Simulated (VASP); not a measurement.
Runs of VASP 6.6.1 on Sr2NbN2O2. The structure is that of space group I4/mmm (No. 139), or close to it. The cells are those of the table. 

```csv
cell,gap on the mesh (eV),pressure (GPa),largest force (eV/Å)
"a = 7.014 Å, angles 146.8, 146.8, 47.7°, 7 atoms",none,4.0,0.09
"a = 7.110 Å, angles 146.8, 146.8, 47.7°, 7 atoms",none,-1.5,0.32
"a = 7.062 Å, angles 146.8, 146.8, 47.7°, 7 atoms",none,1.1,0.21
"a = 6.965 Å, angles 146.8, 146.8, 47.7°, 7 atoms",none,(a),0.07
```

Alike in all rows: task single point; level PBE; potentials or basis VASP PAW PBE potentials, release 64 (Nb_sv, Sr_sv, O, N); no spin polarisation; k mesh 9 × 9 × 9; cutoff (eV) 520; smearing fermi-dirac 0.05 eV.

Problem. Estimate the missing entries.

Solution. (a) 7.3.

Caveats: an odd number of electrons without spin polarisation forces a metal; a magnetic or distorted state may lie lower; the cell stands under pressure (at least some runs).

A k mesh can miss the band edges, and the runs leave out spin-orbit coupling on Nb, Sr.

A gap of «none» marks levels without a gap at the run's occupations.
